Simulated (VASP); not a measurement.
# SiNi2 (P6_3/mmc) in VASP: further runs, part 2 of 2

VASP 6.6.1. Earlier steps stand in the parts before.

### Step 5. Single point, r2SCAN (biaxial strain in the a-b plane: +6.0 %, then relaxed in part)

POSCAR reads:

```
SiNi2
1.0
    4.1017182334      0.0000000000      0.0000000000
   -2.0508591167      3.5521921893      0.0000000000
    0.0000000000      0.0000000000      4.7804497021
Si Ni
2 4
Direct
    0.3333333333      0.6666666667      0.7500000000
    0.6666666667      0.3333333333      0.2500000000
    0.0000000000      0.0000000000      0.0000000000
    0.0000000000      0.0000000000      0.5000000000
    0.3333333333      0.6666666667      0.2500000000
    0.6666666667      0.3333333333      0.7500000000
```

INCAR.step1 reads:

```
SYSTEM = SiNi2
ALGO = Normal
EDIFF = 1E-4
ENCUT = 520
GGA = PE
ISMEAR = 0
LASPH = .TRUE.
LCHARG = .FALSE.
LREAL = .FALSE.
LWAVE = .TRUE.
NBANDS = 33
NELM = 60
PREC = Accurate
SIGMA = 0.1
```

INCAR.step2 reads:

```
SYSTEM = SiNi2
ALGO = Normal
EDIFF = 1E-7
ENCUT = 520
ISIF = 2
ISMEAR = 0
ISTART = 1
LASPH = .TRUE.
LCHARG = .TRUE.
LELF = .TRUE.
LMIXTAU = .TRUE.
LREAL = .FALSE.
LVHAR = .TRUE.
LWAVE = .FALSE.
METAGGA = R2SCAN
NBANDS = 33
NELM = 60
PREC = Accurate
SIGMA = 0.1
```

KPOINTS reads:

```
k-points
0
G
  12 12 8
  0 0 0
```

Potentials or basis: VASP PAW PBE potentials, release 64 (Si, Ni).

The run is started by

```bash
> cat potpaw_PBE.64/Si/POTCAR potpaw_PBE.64/Ni/POTCAR > POTCAR
> cp INCAR.step1 INCAR
> mpirun -np 1 vasp_std > vasp.out
> cp INCAR.step2 INCAR
> mpirun -np 1 vasp_std > vasp.out
```

OUTCAR:

```text
SYSTEM = SiNi2
   EDIFF = 1E-7
   ENCUT = 520
   ISIF = 2
   ISMEAR = 0
   ISTART = 1
   LASPH = .TRUE.
   LREAL = .FALSE.
   METAGGA = R2SCAN
   NELM = 60
   PREC = Accurate

 ion  position               nearest neighbor table
   1  0.333  0.667  0.750-   6 2.37   6 2.37   6 2.37   5 2.39   5 2.39   3 2.65   4 2.65   4 2.65
                             3 2.65   4 2.65   3 2.65
   2  0.667  0.333  0.250-   5 2.37   5 2.37   5 2.37   6 2.39   6 2.39   3 2.65   4 2.65   3 2.65
                             4 2.65   3 2.65   4 2.65
   3  0.000  0.000  0.000-   4 2.39   4 2.39   1 2.65   5 2.65   6 2.65   2 2.65   2 2.65   6 2.65
                             1 2.65   5 2.65   2 2.65   6 2.65   1 2.65   5 2.65
   4  0.000  0.000  0.500-   3 2.39   3 2.39   1 2.65   5 2.65   6 2.65   2 2.65   2 2.65   6 2.65
                             1 2.65   5 2.65   2 2.65   6 2.65   1 2.65   5 2.65
   5  0.333  0.667  0.250-   2 2.37   2 2.37   2 2.37   1 2.39   1 2.39   3 2.65   4 2.65   4 2.65
                             3 2.65   4 2.65   3 2.65
   6  0.667  0.333  0.750-   1 2.37   1 2.37   1 2.37   2 2.39   2 2.39   3 2.65   4 2.65   3 2.65
                             4 2.65   3 2.65   4 2.65

  LATTYP: Found a hexagonal cell.
 ALAT       =     4.1017182334
[... 198 lines left out ...]
 Fermi energy:        10.0695548262

 k-point     1 :       0.0000    0.0000    0.0000
  band No.  band energies     occupation
      1      -2.6153      2.00000
      2       2.2832      2.00000
      3       4.0838      2.00000
      4       5.1834      2.00000
      5       5.1834      2.00000
      6       6.3667      2.00000
[... 853 lines left out ...]
     32      17.3053      0.00000
     33      18.0115      0.00000

 [... further k-points ...]

------------------------ aborting loop because EDIFF is reached ----------------------------------------

  FORCE on cell =-STRESS in cart. coord.  units (eV):
  Direction    XX          YY          ZZ          XY          YZ          ZX
  --------------------------------------------------------------------------------------
  -------------------------------------------------------------------------------------
  Total      -10.2483070    -10.2483070      0.1020563      0.0000000      0.0000000      0.0000000
  in kB     -235.7391309   -235.7391309      2.3475748      0.0000000      0.0000000      0.0000000
  external PRESSURE =    -156.3768956 kB  Pullay stress =       0.0000000 kB

 VOLUME and BASIS-vectors are now :
 -----------------------------------------------------------------------------
  energy-cutoff  :      520.00
  volume of cell :       69.65
      direct lattice vectors                 reciprocal lattice vectors
     4.101718233  0.000000000  0.000000000     0.243800267  0.140758150  0.000000000
    -2.050859117  3.552192189  0.000000000     0.000000000  0.281516299  0.000000000
     0.000000000  0.000000000  4.780449702     0.000000000  0.000000000  0.209185341

 POSITION                                       TOTAL-FORCE (eV/Angst)
 -----------------------------------------------------------------------------------
     -0.00000      2.36813      3.58534         0.000000     -0.000000      0.000000
      2.05086      1.18406      1.19511        -0.000000      0.000000      0.000000
      0.00000      0.00000      0.00000         0.000000      0.000000      0.000000
      0.00000      0.00000      2.39022         0.000000      0.000000      0.000000
     -0.00000      2.36813      1.19511         0.000000     -0.000000      0.000000
      2.05086      1.18406      3.58534        -0.000000      0.000000      0.000000
 -----------------------------------------------------------------------------------
    total drift:                                0.000000     -0.000000      0.000000

  FREE ENERGIE OF THE ION-ELECTRON SYSTEM (eV)
  ---------------------------------------------------
  free  energy   TOTEN  =       -67.6344264386 eV

  energy  without entropy=      -67.6172109552  energy(sigma->0) =      -67.62581870
```

OUTCAR.step1:

```text
SYSTEM = SiNi2
   EDIFF = 1E-4
   ENCUT = 520
   GGA = PE
   ISMEAR = 0
[... 1110 lines left out ...]
      0.00000      0.00000      0.00000        -0.000000      0.000000      0.000000
      0.00000      0.00000      2.39022        -0.000000      0.000000      0.000000
     -0.00000      2.36813      1.19511        -0.000000      0.000000      0.000000
      2.05086      1.18406      3.58534         0.000000     -0.000000      0.000000
 -----------------------------------------------------------------------------------
    total drift:                                0.000000     -0.000000      0.000000

  FREE ENERGIE OF THE ION-ELECTRON SYSTEM (eV)
  ---------------------------------------------------
  free  energy   TOTEN  =       -35.3569337100 eV

  energy  without entropy=      -35.3388082241  energy(sigma->0) =      -35.34787097
```

Wall time 13 min (1 thread of Intel Xeon 8259CL, shared host); peak memory 0.31 GiB.

Results:

```
Free energy            : -67.6344 eV
Pressure               : -15.6 GPa
Band gap on the k mesh : zero (bands 24 and 25 overlap by 2.59 eV)
```

Levels at points of the mesh, in eV from the Fermi level:
```
           k point  band 20  band 21  band 22  band 23  band 24  band 25  band 26  band 27  band 28  band 29
(0.00, 0.00, 0.00)    -1.03    -0.61    -0.61     0.39     2.07     2.24     2.24     2.28     2.28     2.97
(0.50, 0.00, 0.00)    -1.21    -1.14    -1.02    -0.92    -0.62    -0.41     1.23     1.64     2.51     3.72
(0.00, 0.00, 0.50)    -1.19    -1.19    -1.19     1.79     1.79     2.93     2.93     2.93     2.93     4.08
(0.50, 0.00, 0.50)    -1.53    -1.20    -1.20    -0.79    -0.79     0.87     0.87     2.39     2.39     6.68
```

Caveat: the cell differs from its parent crystal (biaxial strain in the a-b plane: +6.0 %, then relaxed in part); the stress differs along the axes, from -24 to 0 GPa; the PAW data sets were made with another functional, which shifts forces and pressure a little.

### Step 6. Relaxation of cell and atoms, r2SCAN, target pressure 15 GPa, at which the enthalpy is minimised

This run uses another cell than the first one, of 10.03 Å³/atom.

POSCAR: that of step 5 with these lines changed.

```diff
@@ -2,5 +2,5 @@
 1.0
-    4.1017182334      0.0000000000      0.0000000000
-   -2.0508591167      3.5521921893      0.0000000000
-    0.0000000000      0.0000000000      4.7804497021
+    3.7991813526      0.0000000000      0.0000000000
+   -1.8995906763      3.2901875649      0.0000000000
+    0.0000000000      0.0000000000      4.8165713544
 Si Ni
```

INCAR.step1 reads:

```
PREC = Accurate ; ENCUT = 600
ISMEAR = 0 ; SIGMA = 0.1
LREAL = False ; LASPH = True
NELM = 80 ; GGA = PE
ALGO = Normal ; EDIFF = 1E-4
LWAVE = True ; LCHARG = False
```

INCAR.step2 reads:

```
PREC = Accurate ; ENCUT = 600
EDIFF = 1E-6 ; ISMEAR = 0
SIGMA = 0.1 ; LREAL = False
LASPH = True ; NELM = 80
ALGO = Normal ; ISIF = 3
LWAVE = False ; LCHARG = False
METAGGA = R2SCAN ; LMIXTAU = True
IBRION = 2 ; NSW = 70
EDIFFG = -0.008 ; PSTRESS = 150.0
ISTART = 1
```

KPOINTS reads:

```
Automatic mesh
0
Gamma
  12 12 8
```

Potentials or basis: VASP PAW PBE potentials, release 64 (Si, Ni).

The run is started by

```bash
> cat potpaw_PBE.64/Si/POTCAR potpaw_PBE.64/Ni/POTCAR > POTCAR
> cp INCAR.step1 INCAR
> mpirun -np 1 vasp_std > vasp.out
> cp INCAR.step2 INCAR
> mpirun -np 1 vasp_std > vasp.out
```

It took 1.8 h on 1 thread of Oxide Virtual Turin-like, shared host; peak memory 0.29 GiB.

Results (log left out):

```
Free energy                                                : -68.0992 eV
Relaxed volume                                             : 10.05 Å³/atom
Relaxed cell                                               : a = 3.805 Å, b = 3.805 Å, c = 4.810 Å, α = 90.00°, β = 90.00°, γ = 120.00°
Space group after relaxing (to 0.1 Å)                      : P6_3/mmc (No. 194)
Energy change on relaxing (the run minimises the enthalpy) : -1.9 meV/atom
Ionic steps                                                : 8
Pressure after relaxing                                    : 15.0 GPa
Band gap on the k mesh                                     : zero (bands 24 and 25 overlap by 3.87 eV)
```

Stress tensor (GPa, compression positive):
```
15.03  0.00  0.00
 0.00 15.03  0.00
 0.00  0.00 14.94
```

The path:
```
step  energy change (eV)  largest force (eV/Å)  pressure (GPa)  volume (Å³)
   1              0.0000                0.0000           15.41        60.21
   2             -0.0215                0.0000           14.39        60.43
   3             -0.0150                0.0000           14.65        60.36
   4             -0.0127                0.0000           14.83        60.34
   5             -0.0133                0.0000           15.04        60.34
   6             -0.0142                0.0000           15.08        60.35
   7             -0.0146                0.0000           14.95        60.36
   8             -0.0112                0.0000           15.00        60.32
```

Final structure:
```
CELL_PARAMETERS angstrom
3.80518 0.00000 0.00000
-1.90259 3.29538 0.00000
0.00000 0.00000 4.81037
ATOMIC_POSITIONS crystal
Si 0.33333 0.66667 0.75000
Si 0.66667 0.33333 0.25000
Ni 0.00000 0.00000 0.00000
Ni 0.00000 0.00000 0.50000
Ni 0.33333 0.66667 0.25000
Ni 0.66667 0.33333 0.75000
```

Levels at points of the mesh, in eV from the Fermi level:
| k point | band 20 | band 21 | band 22 | band 23 | band 24 | band 25 | band 26 | band 27 | band 28 |
| --- | --- | --- | --- | --- | --- | --- | --- | --- | --- |
| (0.00, 0.00, 0.00) | -1.36 | -0.72 | -0.72 | 0.15 | 2.89 | 2.89 | 3.12 | 3.12 | 3.37 |
| (0.50, 0.00, 0.00) | -1.69 | -1.48 | -1.38 | -1.18 | -0.77 | -0.64 | 1.59 | 2.03 | 3.40 |
| (0.00, 0.00, 0.50) | -1.42 | -1.42 | -1.42 | 2.80 | 2.80 | 3.61 | 3.61 | 3.61 | 3.61 |
| (0.50, 0.00, 0.50) | -1.92 | -1.44 | -1.44 | -1.02 | -1.02 | 1.05 | 1.05 | 3.39 | 3.39 |

Caveat: the cell is relaxed towards a set pressure, so the run minimises the enthalpy, not the energy; the PAW data sets were made with another functional, which shifts forces and pressure a little.

### Step 7. The runs side by side

| task | cell | k mesh | cutoff (eV) | smearing | gap on the mesh (eV) | pressure (GPa) |
| --- | --- | --- | --- | --- | --- | --- |
| single point | a = 3.870, b = 3.870, c = 4.927 Å, angles 90.0, 90.0, 120.0°, 6 atoms | 12 × 12 × 10 | 520 | gaussian 0.15 eV | none | 0.3 |
| single point | a = 4.024, b = 4.024, c = 4.820 Å, angles 90.0, 90.0, 120.0°, 6 atoms | 12 × 12 × 8 | 520 | gaussian 0.1 eV | none | -11.4 |
| single point | a = 4.102, b = 4.102, c = 4.749 Å, angles 90.0, 90.0, 120.0°, 6 atoms | 12 × 12 × 8 | 520 | gaussian 0.1 eV | none | -14.5 |
| single point | a = 4.102, b = 4.102, c = 4.780 Å, angles 90.0, 90.0, 120.0°, 6 atoms | 12 × 12 × 8 | 520 | gaussian 0.1 eV | none | -15.6 |
| relaxation of cell and atoms | relaxed to 15 GPa from a = 3.799, b = 3.799, c = 4.817 Å, angles 90.0, 90.0, 120.0°, 6 atoms | 12 × 12 × 8 | 600 | gaussian 0.1 eV | none | 15.0 |

Alike in all rows: level r2SCAN; potentials or basis VASP PAW PBE potentials, release 64 (Si, Ni); no spin polarisation.

Caveats: the PAW data sets were made with another functional, which shifts forces and pressure a little; the stress differs along the axes, from -17 to 0 GPa (at least some runs); the stress differs along the axes, from -23 to 3 GPa (at least some runs); the stress differs along the axes, from -24 to 0 GPa (at least some runs); the cell is relaxed towards a set pressure, so the run minimises the enthalpy, not the energy (at least some runs).

Absolute energies hang on the potentials; compare differences alone.
